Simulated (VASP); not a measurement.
# RbBr (Fm-3m) in VASP: notebook, part 2 of 2

VASP 6.6.1. The steps go on from the part before.

**4. Single point, PBE**

This run uses another cell than the first one, of 43.20 Å³/atom.

Input file INCAR:

```
  PREC = Accurate
  ENCUT = 520
  EDIFF = 1E-7
  ISMEAR = -1
  SIGMA = 0.02
  LREAL = F
  LASPH = T
  NELM = 100
  ALGO = Normal
  ISIF = 2
  LWAVE = F
  LCHARG = F
  GGA = PE
  NBANDS = 15
```

Input file KPOINTS:

```
regular mesh
0
Gamma
  6 6 6
```

Input file POSCAR:

```
RbBr
1.0
    0.0000000000      3.5087372834      3.5087372834
    3.5087372834      0.0000000000      3.5087372834
    3.5087372834      3.5087372834      0.0000000000
Rb Br
1 1
Direct
    0.0000000000      0.0000000000      0.0000000000
    0.5000000000      0.5000000000      0.5000000000
```

Potentials or basis: VASP PAW PBE potentials, release 64 (Rb_sv, Br).

Run with:

```console
cat potpaw_PBE.64/Rb_sv/POTCAR potpaw_PBE.64/Br/POTCAR > POTCAR
mpirun -np 1 vasp_std > vasp.out
```

OUTCAR:

```text
PREC = Accurate
   ENCUT = 520
   EDIFF = 1E-7
   ISMEAR = -1
   LREAL = F
   LASPH = T
   NELM = 100
   ISIF = 2
   GGA = PE

 ion  position               nearest neighbor table
   1  0.000  0.000  0.000-   2 3.51   2 3.51   2 3.51   2 3.51   2 3.51   2 3.51
   2  0.500  0.500  0.500-   1 3.51   1 3.51   1 3.51   1 3.51   1 3.51   1 3.51

  LATTYP: Found a face centered cubic cell.
 ALAT       =     7.0174745668

  Lattice vectors:

 A1 = (   0.0000000000,   3.5087372834,   3.5087372834)
 A2 = (   3.5087372834,   0.0000000000,   3.5087372834)
 A3 = (   3.5087372834,   3.5087372834,   0.0000000000)

Analysis of symmetry for initial positions (statically):
=====================================================================
 Subroutine PRICEL returns:
 Original cell was already a primitive cell.

 Routine SETGRP: Setting up the symmetry group for a
 face centered cubic supercell.

 Subroutine GETGRP returns: Found 48 space group operations
 (whereof 48 operations were pure point group operations)
 out of a pool of 48 trial point group operations.

The static configuration has the point symmetry O_h .

[... 164 lines left out ...]
      5     -10.6450      2.00000
      6      -2.0058      2.00000
      7      -2.0058      2.00000
      8      -2.0058      2.00000
      9       2.1835      0.00000
     10       5.2460      0.00000
     11       5.2460      0.00000
     12       5.2460      0.00000
     13       6.0866      0.00000
     14       6.0866      0.00000
[... 257 lines left out ...]
      2     -14.0914      2.00000
      3     -10.7612      2.00000
      4     -10.7199      2.00000
      5     -10.6503      2.00000
      6      -2.4020      2.00000
      7      -2.3668      2.00000
      8      -2.2552      2.00000
      9       4.3003      0.00000
     10       5.5613      0.00000
     11       5.8022      0.00000
     12       6.6533      0.00000
     13       7.7433      0.00000
     14       8.5714      0.00000
     15       8.9604      0.00000

------------------------ aborting loop because EDIFF is reached ----------------------------------------

  FORCE on cell =-STRESS in cart. coord.  units (eV):
  Direction    XX          YY          ZZ          XY          YZ          ZX
  --------------------------------------------------------------------------------------
  -------------------------------------------------------------------------------------
  Total        0.0124913      0.0124913      0.0124913      0.0000000     -0.0000000      0.0000000
  in kB        0.2316509      0.2316509      0.2316509      0.0000000     -0.0000000      0.0000000
  external PRESSURE =       0.2316509 kB  Pullay stress =       0.0000000 kB

 VOLUME and BASIS-vectors are now :
 -----------------------------------------------------------------------------
  energy-cutoff  :      520.00
  volume of cell :       86.39
      direct lattice vectors                 reciprocal lattice vectors
     0.000000000  3.508737283  3.508737283    -0.142501407  0.142501407  0.142501407
     3.508737283  0.000000000  3.508737283     0.142501407 -0.142501407  0.142501407
     3.508737283  3.508737283  0.000000000     0.142501407  0.142501407 -0.142501407

 POSITION                                       TOTAL-FORCE (eV/Angst)
 -----------------------------------------------------------------------------------
      0.00000      0.00000      0.00000         0.000000     -0.000000     -0.000000
      3.50874      3.50874      3.50874        -0.000000      0.000000      0.000000
 -----------------------------------------------------------------------------------
    total drift:                                0.000000     -0.000000     -0.000000

  FREE ENERGIE OF THE ION-ELECTRON SYSTEM (eV)
  ---------------------------------------------------
  free  energy   TOTEN  =        -6.1155555193 eV

  energy  without entropy=       -6.1155555193  energy(sigma->0) =       -6.11555552
```

OSZICAR:

```text
N       E                     dE             d eps       ncg     rms          rms(c)
DAV:   1     0.796690236047E+02    0.79669E+02   -0.64666E+03   480   0.901E+02
DAV:   2    -0.581113784906E+00   -0.80250E+02   -0.74223E+02   666   0.161E+02
DAV:   3    -0.618816518180E+01   -0.56071E+01   -0.55872E+01   634   0.438E+01
DAV:   4    -0.635307385558E+01   -0.16491E+00   -0.16489E+00   692   0.707E+00
DAV:   5    -0.635404014748E+01   -0.96629E-03   -0.96628E-03   662   0.602E-01    0.260E+00
DAV:   6    -0.612141421955E+01    0.23263E+00   -0.27936E-01   557   0.236E+00    0.169E+00
DAV:   7    -0.610192952016E+01    0.19485E-01   -0.12669E-01   627   0.170E+00    0.896E-01
DAV:   8    -0.611463982235E+01   -0.12710E-01   -0.15320E-02   532   0.708E-01    0.114E-01
DAV:   9    -0.611508556820E+01   -0.44575E-03   -0.74100E-04   635   0.137E-01    0.726E-02
DAV:  10    -0.611554842573E+01   -0.46286E-03   -0.60128E-04   508   0.135E-01    0.289E-02
DAV:  11    -0.611554807416E+01    0.35157E-06   -0.34323E-05   636   0.305E-02    0.788E-03
DAV:  12    -0.611555512079E+01   -0.70466E-05   -0.10315E-05   508   0.189E-02    0.161E-03
DAV:  13    -0.611555546845E+01   -0.34766E-06   -0.51925E-07   636   0.384E-03    0.262E-03
DAV:  14    -0.611555551927E+01   -0.50823E-07   -0.22435E-07   501   0.260E-03
   1 F= -.61155555E+01 E0= -.61155555E+01  d E =-.108645E-10
```

Wall time 17 s (1 thread of AMD EPYC 9R45 (Zen 5), shared host); peak memory 0.21 GiB.

What came out:

| Quantity | Value |
| --- | --- |
| Free energy | -6.1156 eV |
| Pressure | 0.0 GPa |
| Band gap on the k mesh | 4.19 eV |

**5. Single point, r2SCAN**

Input file POSCAR:

```
RbBr
1.0
    0.0000000000      3.4608258933      3.4608258933
    3.4608258933      0.0000000000      3.4608258933
    3.4608258933      3.4608258933      0.0000000000
Rb Br
1 1
Direct
    0.0000000000      0.0000000000      0.0000000000
    0.5000000000      0.5000000000      0.5000000000
```

Input file INCAR.step1:

```
SYSTEM = RbBr
ALGO = Normal
EDIFF = 1E-4
ENCUT = 520
GGA = PE
ISMEAR = -1
LASPH = .True.
LCHARG = .False.
LREAL = .False.
LWAVE = .True.
NBANDS = 15
NELM = 60
PREC = Accurate
SIGMA = 0.02
```

Input file INCAR.step2:

```
SYSTEM = RbBr
ALGO = Normal
EDIFF = 1E-6
ENCUT = 520
ISIF = 2
ISMEAR = -1
ISTART = 1
LASPH = .True.
LCHARG = .False.
LMIXTAU = .True.
LREAL = .False.
LWAVE = .False.
METAGGA = R2SCAN
NBANDS = 15
NELM = 60
PREC = Accurate
SIGMA = 0.02
```

Input file KPOINTS:

```
k-points
0
Gamma
  6 6 6
  0 0 0
```

Run with:

```console
cat potpaw_PBE.64/Rb_sv/POTCAR potpaw_PBE.64/Br/POTCAR > POTCAR
cp INCAR.step1 INCAR
mpirun -np 1 vasp_std > vasp.out
cp INCAR.step2 INCAR
mpirun -np 1 vasp_std > vasp.out
```

Wall time 53 s (1 thread of AMD EPYC 9R45 (Zen 5), shared host); peak memory 0.18 GiB.

It converged, with:

| Quantity | Value |
| --- | --- |
| Free energy | -31.1557 eV |
| Pressure | 0.0 GPa |
| Band gap on the k mesh | 4.89 eV |

Levels at points of the mesh, in eV from the valence-band top:
| k point | band 4 | band 5 | band 6 | band 7 | band 8 | band 9 | band 10 | band 11 | band 12 | band 13 |
| --- | --- | --- | --- | --- | --- | --- | --- | --- | --- | --- |
| (0.00, 0.00, 0.00) | -8.75 | -8.75 | 0.00 | 0.00 | 0.00 | 4.89 | 7.87 | 7.87 | 7.87 | 8.92 |
| (0.50, 0.00, 0.00) | -8.75 | -8.70 | -0.92 | -0.32 | -0.32 | 7.22 | 8.17 | 10.14 | 10.14 | 10.76 |
| (0.50, 0.50, 0.00) | -8.81 | -8.81 | -0.47 | -0.16 | -0.16 | 6.09 | 7.84 | 9.57 | 10.00 | 10.23 |

Caveat: the PAW data sets were made with another functional, which shifts forces and pressure a little.

**6. Summary**

```tsv
level	cell	k mesh	smearing	gap on the mesh (eV)	pressure (GPa)
PBE	a = 4.894 Å, angles 60.0°, 2 atoms	4 × 4 × 4	gaussian 0.01 eV	4.29	0.6
PBE	a = 4.894 Å, angles 60.0°, 2 atoms	6 × 6 × 6	fermi-dirac 0.02 eV	4.29	0.6
PBE	a = 4.962 Å, angles 60.0°, 2 atoms	6 × 6 × 6	fermi-dirac 0.02 eV	4.19	0.0
r2SCAN	a = 4.894 Å, angles 60.0°, 2 atoms	6 × 6 × 6	fermi-dirac 0.02 eV	4.89	0.0
```

Alike in all rows: task single point; potentials or basis VASP PAW PBE potentials, release 64 (Rb_sv, Br); no spin polarisation; cutoff (eV) 520.

On the cell as given the gap runs from 4.29 eV (PBE) to 4.89 eV (r2SCAN); the meshes differ, which moves gaps too. The pressure there spans 0.0 GPa (r2SCAN) to 0.6 GPa (PBE); a positive pressure means that this level wants a larger cell, a negative one a smaller.

Caveats: the PAW data sets were made with another functional, which shifts forces and pressure a little (at least some runs).

Absolute energies hang on the potentials; compare differences alone.
